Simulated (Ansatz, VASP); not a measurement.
# One calculation of Ca, two programs

The input INCAR:

```
  ALGO = Normal
  EDIFF = 1E-6
  ENCUT = 520
  GGA = RP
  ISIF = 2
  ISMEAR = -1
  LASPH = True
  LCHARG = False
  LREAL = False
  LWAVE = False
  NBANDS = 11
  NELM = 80
  PREC = Accurate
  SIGMA = 0.1
```

Contents of KPOINTS:

```
k-points
0
Gamma
  10 10 10
```

POSCAR

```
Ca
1.0
    3.4612765183      0.0000000000      0.0000000000
    0.0000000000      3.4612765183      0.0000000000
    0.0000000000      0.0000000000      3.4612765183
Ca
1
Direct
    0.0000000000      0.0000000000      0.0000000000
```

Input for Ansatz:

```yaml
crystal:
  lattice:
    - [3.4612765183, 0.0, 0.0]
    - [0.0, 3.4612765183, 0.0]
    - [0.0, 0.0, 3.4612765183]
  atoms:
    - { symbol: Ca, position: [0.0, 0.0, 0.0] }
hamiltonian:
  xc: rpbe
  pseudopotentials:
    kind: paw
    azcp:
      Ca: "pseudopotentials/Ca.paw.azcp"
basis:
  ecutwfc: 420
  fft_grid_basis: typed
kpoints:
  mp_grid: { grid: [10, 10, 10], shift: [0, 0, 0] }
magnetization:
  spin_polarized: false
scf:
  occupations: { method: fermi_dirac, width: 0.1 }
  lower_state_search: "off"
output:
  stress: true
```

Alike in both runs: task single point; functional RPBE; k mesh 10 × 10 × 10; occupations fermi-dirac, width 0.1 eV; no spin polarisation.

|  | VASP | Ansatz |
| --- | --- | --- |
| version | VASP 6.6.1 | Ansatz 0.2.0 |
| potentials or method | VASP PAW PBE potentials, release 64 (Ca_sv), cutoff 520 eV | plane waves (420 eV) with PAW, scalar-relativistic |
| valence electrons in the cell | 10 | 10 |

```tsv
	VASP	Ansatz	Ansatz less VASP
pressure (GPa)	1.4	1.4	-0.01
```

VASP's potentials were made for PBE, not for RPBE.
